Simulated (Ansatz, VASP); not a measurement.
Ba in VASP and in Ansatz

The input INCAR:

```
ALGO = Normal ; EDIFF = 1E-7
ENCUT = 520 ; GGA = RP
ISIF = 2 ; ISMEAR = -1
LASPH = T ; LCHARG = F
LREAL = F ; LWAVE = F
NBANDS = 22 ; NELM = 100
PREC = Accurate ; SIGMA = 0.1
```

The input KPOINTS:

```
k-points
0
Gamma
  6 6 8
```

The input POSCAR:

```
Ba
1.0
    7.5015019882      0.0000000000      0.0000000000
   -3.7507509941      6.4964912883      0.0000000000
    0.0000000000      0.0000000000      4.4566436876
Ba
3
Direct
    1.0000000000      0.0000000000      1.0000000000
    0.3333333333      0.6666666667      0.5000000000
    0.6666666667      0.3333333333      0.5000000000
```

Input for Ansatz:

```yaml
crystal:
  lattice:
    - [7.5015019882, 0.0, 0.0]
    - [-3.7507509941, 6.4964912883, 0.0]
    - [0.0, 0.0, 4.4566436876]
  atoms:
    - { symbol: Ba, position: [1.0, 0.0, 1.0] }
    - { symbol: Ba, position: [0.3333333333, 0.6666666667, 0.5] }
    - { symbol: Ba, position: [0.6666666667, 0.3333333333, 0.5] }
hamiltonian:
  xc: rpbe
  pseudopotentials:
    kind: paw
    azcp:
      Ba: "pseudopotentials/Ba.paw.azcp"
basis:
  ecutwfc: 420
  fft_grid_basis: typed
kpoints:
  mp_grid: { grid: [6, 6, 8], shift: [0, 0, 0] }
magnetization:
  spin_polarized: false
scf:
  occupations: { method: fermi_dirac, width: 0.1 }
  lower_state_search: "off"
output:
  stress: true
```

Alike in both runs: task single point; functional RPBE; k mesh 6 × 6 × 8; occupations fermi-dirac, width 0.1 eV; no spin polarisation.

|  | VASP | Ansatz |
| --- | --- | --- |
| version | VASP 6.6.1 | Ansatz 0.2.0 |
| potentials or method | VASP PAW PBE potentials, release 64 (Ba_sv), cutoff 520 eV | plane waves (420 eV) with PAW, scalar-relativistic |
| valence electrons in the cell | 30 | 30 |

|  | VASP | Ansatz | Ansatz less VASP |
| --- | --- | --- | --- |
| pressure (GPa) | -0.3 | -0.3 | -0.02 |

VASP's potentials were made for PBE, not for RPBE.

Neither program's run includes spin-orbit coupling.
